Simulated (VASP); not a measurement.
Crystal: Sn.

```xyz
2
Lattice="0.0000 3.3846 3.3846 3.3846 0.0000 3.3846 3.3846 3.3846 0.0000" Properties=species:S:1:pos:R:3 pbc="T T T"
Sn    0.0000    0.0000    0.0000
Sn    1.6923    1.6923    1.6923
```

This cell differs from its parent crystal: strain +3.0%.

Base run:

| Quantity | Value |
| --- | --- |
| Program | VASP 6.6.1 |
| Functional | PBE |
| Potentials or basis | VASP PAW PBE potentials, release 64 (Sn_d) |
| Cutoff | 520 eV |
| k mesh | 6 × 6 × 6 |
| Occupations | fermi-dirac, width 0.02 eV |
| Spin | no spin polarisation |

Its results: band gap on the k mesh zero (band 14 reaches 4.49 eV, above the bottom of band 15 at 4.17 eV); pressure -1.6 GPa.

**Question.** The run is repeated on the same cell with these changes: functional from PBE to r2SCAN; further incar settings from ALGO = Normal; EDIFF = 1e-07; NBANDS = 21 to ALGO = Normal; EDIFF = 1e-06; NBANDS = 21. What comes out?

**Answer.** Band gap on the k mesh zero (band 14 reaches 4.33 eV, above the bottom of band 15 at 4.21 eV); pressure -3.1 GPa.

Caveats: spin-orbit coupling is left out, which moves the levels of the heavy elements; the PAW data sets were made with another functional, which shifts forces and pressure a little (some runs).
